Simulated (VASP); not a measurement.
## CsBr: vibrations by perturbation theory with PBEsol

CsBr:

```
Cs Br
1.0
     3.80735    0.00000    0.00000
     0.00000    3.80735    0.00000
     0.00000    0.00000    3.80735
Cs Br
1 1
Direct
  0.00000 0.00000 0.00000
  0.50000 0.50000 0.50000
```

| Item | Value |
| --- | --- |
| Program | VASP 6.6.1 |
| Task | vibrations by perturbation theory |
| Functional | PBEsol |
| Potentials or basis | VASP PAW PBE potentials, release 64 (Cs_sv, Br) |
| Cutoff | 500 eV |
| k mesh | 6 × 6 × 6 |
| Occupations | gaussian, width 0.01 eV |
| Spin | no spin polarisation |
| Dipole correction | no |
| Further INCAR settings | ALGO = Normal; EDIFF = 1e-08; NBANDS = 15; IBRION = 8; NSW = 1 |

The electronic dielectric tensor (diagonal) is 4.13, the born charges (mean of the diagonal) is Cs +1.38; Br -1.38 e and the highest phonon frequency at Γ, LO-TO splitting left out is 147 cm⁻¹.

Phonon frequencies in cm⁻¹ (negative: imaginary):
```
              q point        frequencies
(0.000, 0.000, 0.000)  0 0 0 147 147 147
```

Electronic dielectric tensor:
```
4.13 0.00 0.00
0.00 4.13 0.00
0.00 0.00 4.13
```

Born effective charge tensors (e):
atom 1, Cs
```
1.38 0.00 0.00
0.00 1.38 0.00
0.00 0.00 1.38
```
atom 2, Br
```
-1.38  0.00  0.00
 0.00 -1.38  0.00
 0.00  0.00 -1.38
```

It took 110 s on 1 thread of Intel(R) Xeon(R) 6975P-C (Granite Rapids) (shared host), peak memory 0.22 GiB.

Caveat: the cell wasn't relaxed at this level first, which shifts response properties.
